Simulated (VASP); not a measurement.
BN (Qingsongite), 2 atoms in the cell. Symmetry: F-43m, No. 216, cubic system. Conventional cell: a = 3.615 Å, b = 3.615 Å, c = 3.615 Å, α = 90.00°, β = 90.00°, γ = 90.00°. B (site symmetry -43m) has 4 N at 1.57 Å within 2.1 Å. N (site symmetry -43m) has 4 B at 1.57 Å within 2.1 Å. 

```yaml
Program: VASP 6.6.1
Task: single point
Functional: PBE
Potentials_or_basis: VASP PAW PBE potentials, release 64 (B, N)
Cutoff: 600 eV
k_mesh: 5 × 5 × 5
Occupations: gaussian, width 0.01 eV
Spin: no spin polarisation
Dipole_correction: no
Further_INCAR_settings: ALGO = Normal; EDIFF = 1e-06; NBANDS = 11
```

Potentials or basis: VASP PAW PBE potentials, release 64 (B, N).

Launch:

```console
$ cat potpaw_PBE.64/B/POTCAR potpaw_PBE.64/N/POTCAR > POTCAR
$ mpirun -np 1 vasp_std > vasp.out
```

Hardware: 1 thread of Intel Xeon 8259CL, with other jobs on the host.

Task: Estimate the wall time of this run.

Result: Wall time 5.2 s on 1 thread of Intel Xeon 8259CL, on a shared host, peak memory 0.11 GiB. Counts: scf iterations 12, k points 10.
